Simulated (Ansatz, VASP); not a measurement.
**Sn in VASP and in Ansatz**

File INCAR:

```
PREC = Accurate
ENCUT = 600
EDIFF = 1E-6
ISMEAR = 0
SIGMA = 0.1
LREAL = F
LASPH = T
NELM = 100
ALGO = Fast
ISIF = 3
LWAVE = F
LCHARG = F
GGA = PE
IBRION = 2
NSW = 80
EDIFFG = -0.01
```

KPOINTS

```
Automatic mesh
0
Gamma
  15 15 8
```

File POSCAR:

```
Sn
1.0
    3.3801620292      0.0000000000      0.0000000000
   -1.6900810146      2.9273061862      0.0000000000
    0.0000000000      0.0000000000      5.6230637951
Sn
2
Direct
    0.3333333333      0.6666666667      0.2500000000
    0.6666666667      0.3333333333      0.7500000000
```

Input for Ansatz:

```yaml
crystal:
  lattice:
    - [3.3801620292, 0.0, 0.0]
    - [-1.6900810146, 2.9273061862, 0.0]
    - [0.0, 0.0, 5.6230637951]
  atoms:
    - { symbol: Sn, position: [0.3333333333, 0.6666666667, 0.25] }
    - { symbol: Sn, position: [0.6666666667, 0.3333333333, 0.75] }
basis:
  ecutwfc: 420
kpoints:
  mp_grid: { grid: [15, 15, 8] }
hamiltonian:
  xc: pbe
scf:
  occupations: { method: gaussian, width: 0.1 }
output:
  forces: true
  stress: true
  eigenvalues: true
relax:
  adjacent_minimum: "off"
  f_tol: 0.01
  max_steps: 60
  cell: { stress_tol: 0.1 }
```

Alike in both runs: task relaxation of cell and atoms; functional PBE; k mesh 15 × 15 × 8; occupations gaussian, width 0.1 eV; no spin polarisation.

```csv
,VASP,Ansatz
version,VASP 6.6.1,Ansatz 0.2.0
potentials or method,"VASP PAW PBE potentials, release 64 (Sn_d), cutoff 600 eV","scalar-relativistic, plane waves, PAW"
valence electrons in the cell,28,28
```

|  | VASP | Ansatz | Ansatz less VASP |
| --- | --- | --- | --- |
| gap on the k mesh at the Fermi level, each at its own relaxed structure (eV) | none | none | - |
| relaxed volume (Å³/atom) | 27.78 | 27.78 | -0.003 |
| relaxed cell length with the largest relative difference (Å) | 5.669 | 5.670 | +0.0013 |

A gap of «none» marks a metal or a gap that the smearing closes.
